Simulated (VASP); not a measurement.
Set up this calculation in VASP 6.6.1, as the native input.

```yaml
Task: single point
Functional: PBEsol
Potentials_or_basis: VASP PAW PBE potentials, release 64 (Al, Ga_d, N)
Cutoff: 520 eV
k_mesh: 5 × 7 × 2
Occupations: gaussian, width 0.05 eV
Spin: no spin polarisation
Dipole_correction: no
Further_INCAR_settings: LREAL = Auto; ALGO = Normal; EDIFF = 1e-06; NBANDS = 56
```

The structure of Al3GaN4 lies in POSCAR:

```
Al3GaN4
1.0
   -5.0434079721      0.0000000000     -0.0001149904
    0.0000000000     -3.1300738967      0.0000000000
   -2.0238357032      0.0000000000     10.8359378932
Al Ga N
6 2 8
Direct
    0.2164240451      0.5000000000      0.7083647831
    0.4164240451      0.5000000000      0.2083647831
    0.9822381776      0.5000000000      0.0421027963
    0.7822381776      0.5000000000      0.5421027963
    0.6826934074      1.0000000000      0.7905463175
    0.8826934074      1.0000000000      0.2905463175
    0.1174581063      1.0000000000      0.9578004507
    0.3174581063      1.0000000000      0.4578004507
    0.5056816752      1.0000000000      0.9578646251
    0.7056816752      1.0000000000      0.4578646251
    0.5942341032      0.5000000000      0.7082789324
    0.7942341032      0.5000000000      0.2082789324
    0.3569580496      0.5000000000      0.0447961772
    0.1569580496      0.5000000000      0.5447961772
    0.0616732358      1.0000000000      0.7878464176
    0.2616732358      1.0000000000      0.2878464176
```

This cell differs from its parent crystal: the part above a cut slid along it.

One way to write it, as run:

INCAR

```
PREC     = Accurate       # precision mode
ENCUT    = 520            # plane-wave cutoff, eV
EDIFF    = 1E-6           # SCF threshold, eV
ISMEAR   = 0              # smearing method
SIGMA    = 0.05           # smearing width, eV
LREAL    = Auto         
LASPH    = T              # aspherical terms in the spheres
NELM     = 60             # most SCF steps
ALGO     = Normal         # electronic algorithm
ISIF     = 2              # what is computed and relaxed
LWAVE    = F              # write WAVECAR
LCHARG   = F              # write CHGCAR
GGA      = PS             # functional
NBANDS   = 56             # bands
```

KPOINTS

```
Automatic mesh
0
Gamma
  5 7 2
```

Potentials or basis: VASP PAW PBE potentials, release 64 (Al, Ga_d, N).

Command:

```console
$ cat potpaw_PBE.64/Al/POTCAR potpaw_PBE.64/Ga_d/POTCAR potpaw_PBE.64/N/POTCAR > POTCAR
$ mpirun -np 1 vasp_std > vasp.out
```

It gave:

```
Pressure               : 15.0 GPa
Largest force          : 13.358 eV/Å
Band gap on the k mesh : 0.46 eV (least direct gap 0.80 eV)
```

Caveat: the cell differs from its parent crystal (the part above a cut slid along it); the stress differs along the axes, from 6 to 28 GPa; semilocal functionals underestimate gaps, and a narrow one can read as zero; the PAW data sets were made with another functional, which shifts forces and pressure a little.

It took 11 min on 1 thread of AMD EPYC 7R43 64-Core Processor (Zen 3), on a shared host, peak memory 0.31 GiB.
